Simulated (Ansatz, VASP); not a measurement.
# Zr in VASP and in Ansatz

```
Zr
1.0
    -1.79190    1.79190    1.81000
     1.79190   -1.79190    1.81000
     1.79190    1.79190   -1.81000
Zr
1
Cartesian
  0.0000 0.0000 0.0000
```

Change from the starting cell: equal xx and yy strain of -1 %.

Alike in both runs: task single point; functional PBEsol; k mesh 14 × 14 × 14; occupations fermi-dirac, width 0.08 eV; no spin polarisation.

|  | VASP | Ansatz |
| --- | --- | --- |
| version | VASP 6.6.1 | Ansatz 0.2.0 |
| potentials or method | VASP PAW PBE potentials, release 64 (Zr_sv), cutoff 520 eV | all-electron LAPW, scalar-relativistic |

|  | VASP | Ansatz | Ansatz less VASP |
| --- | --- | --- | --- |
| pressure (GPa) | -5.2 | -5.2 | -0.04 |
| traceless stress, the component that is largest in VASP (GPa) | 0.07 | 0.07 | 0.000 |

VASP's potentials were made for PBE, not for PBEsol. Ansatz ran all-electron here, and VASP with PAW potentials.
